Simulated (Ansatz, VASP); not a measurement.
One calculation of CaHf4, two programs

The input INCAR:

```
SYSTEM = CaHf4
ALGO = Normal
EDIFF = 1E-7
EDIFFG = -0.04
ENCUT = 600
GGA = PE
IBRION = 2
ISIF = 3
ISMEAR = 0
LASPH = .TRUE.
LCHARG = .FALSE.
LREAL = .FALSE.
LWAVE = .FALSE.
NELM = 80
NSW = 90
PREC = Accurate
SIGMA = 0.1
```

The input KPOINTS:

```
k-points
0
G
  6 6 4
  0 0 0
```

Contents of POSCAR:

```
CaHf4
1.0
    5.1165662100      0.0000000000      0.0000000000
   -2.5582831000      4.4310763200      0.0000000000
    0.0000000000      0.0000000000      5.0429980300
Ca Hf
1 4
Direct
    0.0000000000      0.0000000000      0.5000000000
    0.4508048700      0.0000000000      0.5000000000
    0.0000000000      0.4508048700      0.5000000000
    0.5491951300      0.5491951300      0.5000000000
    0.0000000000      0.0000000000      0.0000000000
```

Input for Ansatz:

```yaml
crystal:
  lattice:
    - [5.11656621, 0.0, 0.0]
    - [-2.5582831, 4.43107632, 0.0]
    - [0.0, 0.0, 5.04299803]
  atoms:
    - { symbol: Ca, position: [0.0, 0.0, 0.5] }
    - { symbol: Hf, position: [0.45080487, 0.0, 0.5] }
    - { symbol: Hf, position: [0.0, 0.45080487, 0.5] }
    - { symbol: Hf, position: [0.54919513, 0.54919513, 0.5] }
    - { symbol: Hf, position: [0.0, 0.0, 0.0] }
basis:
  ecutwfc: 420
kpoints:
  mp_grid: { grid: [6, 6, 4] }
hamiltonian:
  xc: pbe
scf:
  occupations: { method: gaussian, width: 0.1 }
  lower_state_search: "off"
output:
  forces: true
  stress: true
  eigenvalues: true
relax:
  adjacent_minimum: "off"
  f_tol: 0.04
  max_steps: 70
  cell: { stress_tol: 0.4 }
```

Alike in both runs: task relaxation of cell and atoms; functional PBE; k mesh 6 × 6 × 4; occupations gaussian, width 0.1 eV; no spin polarisation.

|  | VASP | Ansatz |
| --- | --- | --- |
| version | VASP 6.6.1 | Ansatz 0.2.0 |
| potentials or method | VASP PAW PBE potentials, release 64 (Ca_sv, Hf_pv), cutoff 600 eV | scalar-relativistic, plane waves, PAW |
| valence electrons in the cell | 50 | 114 |

```csv
,VASP,Ansatz,Ansatz less VASP
"gap on the k mesh at the Fermi level, each at its own relaxed structure (eV)",none,none,-
relaxed volume (Å³/atom),31.06,31.10,+0.036
relaxed cell length with the largest relative difference (Å),5.117,5.121,+0.0044
```

A gap of «none» marks a metal or a gap that the smearing closes. VASP's potentials hold 50 valence electrons a cell and Ansatz's 114, so a difference there can come from the potentials and not from the codes.

Spin-orbit coupling is off throughout. Noted on VASP's run: the volume moved by over 15 % at a fixed basis, so the end points are rough.
